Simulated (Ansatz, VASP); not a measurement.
**N: VASP beside Ansatz**

```
CELL_PARAMETERS angstrom
3.84674 0.00000 0.00000
-1.92337 3.14281 0.00000
0.00000 0.00000 5.89000
ATOMIC_POSITIONS crystal
N 0.33333 0.66667 0.25000
N 0.66667 0.33333 0.75000
```

Change from the starting cell: strain +0.0600 x Voigt [1, 0, 0, 0, 0, 0], atoms carried along.

Alike in both runs: task single point; functional r2SCAN; k mesh 6 × 6 × 4; occupations gaussian, width 0.05 eV; collinear spin.

|  | VASP | Ansatz |
| --- | --- | --- |
| version | VASP 6.6.1 | Ansatz 0.2.0 |
| potentials or method | VASP PAW PBE potentials, release 64 (N), cutoff 520 eV | scalar-relativistic, plane waves, PAW |
| valence electrons in the cell | 10 | 10 |

```tsv
	VASP	Ansatz	Ansatz less VASP
gap on the k mesh at the Fermi level (eV)	4.08	4.07	-0.005
least direct gap on the mesh (eV)	4.08	4.07	-0.005
pressure (GPa)	0.1	0.2	+0.15
traceless stress, the component that is largest in VASP (GPa)	-0.07	-0.07	+0.001
net moment per atom (μB)	3.00	3.00	0.000
size of the moment on the site where the two differ most (μB)	1.99	2.91	+0.916
```

VASP's potentials were made for PBE, not for r2SCAN. Site moments also hang on the region over which each program counts them. Ansatz's warnings: stability check not made.
